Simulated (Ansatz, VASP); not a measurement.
Two plane-wave programs on VSi2

```
V Si
1.0
     4.56718    0.00000    0.00000
    -2.28359    3.95529    0.00000
     0.00000    0.00000    6.36197
V Si
3 6
Direct
  0.00000 0.50000 0.16667
  0.50000 0.50000 0.83333
  0.50000 0.00000 0.50000
  0.83734 0.67468 0.50000
  0.16266 0.83734 0.83333
  0.67468 0.83734 0.16667
  0.16266 0.32532 0.50000
  0.83734 0.16266 0.83333
  0.32532 0.16266 0.16667
```

Alike in both runs: functional PBE; k mesh 12 × 12 × 8; occupations methfessel-paxton of order 1, width 0.1 eV; no spin polarisation.

Ansatz relaxed the structure, and its values are those at the end. VASP's run is a single point on that final structure, the one shown.

```csv
,VASP,Ansatz
version,VASP 6.6.1,Ansatz 0.2.0
potentials or method,"VASP PAW PBE potentials, release 64 (V_sv, Si)","scalar-relativistic, plane waves, PAW"
plane-wave cutoff (eV),520,420
valence electrons in the cell,63,63
```

```tsv
	VASP	Ansatz	Ansatz less VASP
gap on the k mesh at the Fermi level (eV)	none	none	-
pressure (GPa)	0.1	0.0	-0.02
```

A gap of «none» marks a metal or a gap that the smearing closes.
